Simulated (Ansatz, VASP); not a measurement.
**AgCl in VASP and in Ansatz**

Contents of INCAR:

```
PREC = Accurate
ENCUT = 520
EDIFF = 1E-7
ISMEAR = -1
SIGMA = 0.05
LREAL = False
LASPH = True
NELM = 60
ALGO = Normal
ISIF = 2
LWAVE = False
LCHARG = False
GGA = PE
NBANDS = 26
```

File KPOINTS:

```
Automatic mesh
0
Gamma
  7 7 5
```

File POSCAR:

```
AgCl
1.0
    3.9785543865      0.0000000000      0.0000000000
    0.0000000000      4.0557247120      0.0000000000
   -0.5563815524      0.0000000000      5.6457547908
Ag Cl
2 2
Direct
    0.8159810000      0.7500000000      0.7819190000
    0.1840190000      0.2500000000      0.2180810000
    0.2923420000      0.2500000000      0.7374360000
    0.7076580000      0.7500000000      0.2625640000
```

Contents of input.yaml:

```yaml
crystal:
  lattice:
    - [3.9785543865, 0.0, 0.0]
    - [0.0, 4.055724712, 0.0]
    - [-0.5563815524, 0.0, 5.6457547908]
  atoms:
    - { symbol: Ag, position: [0.815981, 0.75, 0.781919] }
    - { symbol: Ag, position: [0.184019, 0.25, 0.218081] }
    - { symbol: Cl, position: [0.292342, 0.25, 0.737436] }
    - { symbol: Cl, position: [0.707658, 0.75, 0.262564] }
hamiltonian:
  xc: pbe
  pseudopotentials: { kind: paw }
kpoints:
  mp_grid: { grid: [7, 7, 5] }
scf:
  occupations: { method: fermi_dirac, width: 0.05 }
output:
  forces: true
  stress: true
  eigenvalues: true
```

Alike in both runs: task single point; functional PBE; k mesh 7 × 7 × 5; occupations fermi-dirac, width 0.05 eV; no spin polarisation.

```csv
,VASP,Ansatz
version,VASP 6.6.1,Ansatz 0.2.0
potentials or method,"VASP PAW PBE potentials, release 64 (Ag, Cl)",Ansatz PAW
plane-wave cutoff (eV),520,420
valence electrons in the cell,36,52
```

|  | VASP | Ansatz | Ansatz less VASP |
| --- | --- | --- | --- |
| gap on the k mesh at the Fermi level (eV) | 0.92 | 0.92 | +0.001 |
| least direct gap on the mesh (eV) | 2.16 | 2.16 | +0.001 |
| pressure (GPa) | -1.8 | -1.7 | +0.12 |
| traceless stress, the component that is largest in VASP (GPa) | 0.31 | 0.30 | -0.010 |
| rms of the force components (eV/Å) | 0.045 | 0.044 | -0.0007 |

Atom by atom the forces differ by 0.002 eV/Å (rms over components). VASP's potentials hold 36 valence electrons a cell and Ansatz's 52, so a difference there can come from the potentials and not from the codes.

Noted on Ansatz's run: odd divisions of the mesh miss points on the zone boundary, where band edges often lie, so the gap on the mesh can be too wide.
